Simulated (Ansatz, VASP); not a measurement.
**GaN: VASP beside Ansatz**

The input INCAR:

```
ALGO = Normal
EDIFF = 1E-6
ENCUT = 600
GGA = RP
GGA_COMPAT = False
ISIF = 2
ISMEAR = 0
LASPH = True
LCHARG = True
LELF = True
LREAL = False
LVHAR = True
LWAVE = False
NBANDS = 16
NELM = 120
PREC = Accurate
SIGMA = 0.1
```

Contents of KPOINTS:

```
k-points
0
Gamma
  6 6 6
```

POSCAR

```
GaN
1.0
    0.0000000000      2.2535006075      2.2535006075
    2.2535006075      0.0000000000      2.2535006075
    2.2535006075      2.2535006075      0.0000000000
Ga N
1 1
Direct
    0.0000000000      0.0000000000      0.0000000000
    0.7500000000      0.7500000000      0.7500000000
```

Input for Ansatz:

```yaml
crystal:
  lattice:
    - [0.0, 2.2535006075, 2.2535006075]
    - [2.2535006075, 0.0, 2.2535006075]
    - [2.2535006075, 2.2535006075, 0.0]
  atoms:
    - { symbol: Ga, position: [0.0, 0.0, 0.0] }
    - { symbol: "N", position: [0.75, 0.75, 0.75] }
basis:
  ecutwfc: 420
kpoints:
  mp_grid: { grid: [6, 6, 6] }
hamiltonian:
  xc: rpbe
scf:
  occupations: { method: gaussian, width: 0.1 }
  max_iter: 87
output:
  forces: true
  stress: true
  eigenvalues: true
```

Alike in both runs: task single point; functional RPBE; k mesh 6 × 6 × 6; occupations gaussian, width 0.1 eV; no spin polarisation.

|  | VASP | Ansatz |
| --- | --- | --- |
| version | VASP 6.6.1 | Ansatz 0.2.0 |
| potentials or method | VASP PAW PBE potentials, release 64 (Ga_d, N), cutoff 600 eV | scalar-relativistic, plane waves, PAW |
| valence electrons in the cell | 18 | 18 |

|  | VASP | Ansatz | Ansatz less VASP |
| --- | --- | --- | --- |
| gap on the k mesh at the Fermi level (eV) | 1.78 | 1.75 | -0.022 |
| least direct gap on the mesh (eV) | 1.78 | 1.75 | -0.022 |
| pressure (GPa) | 8.8 | 9.1 | +0.29 |

VASP's potentials were made for PBE, not for RPBE. With one functional, cell and mesh, what is left measures potentials, basis and numerics.
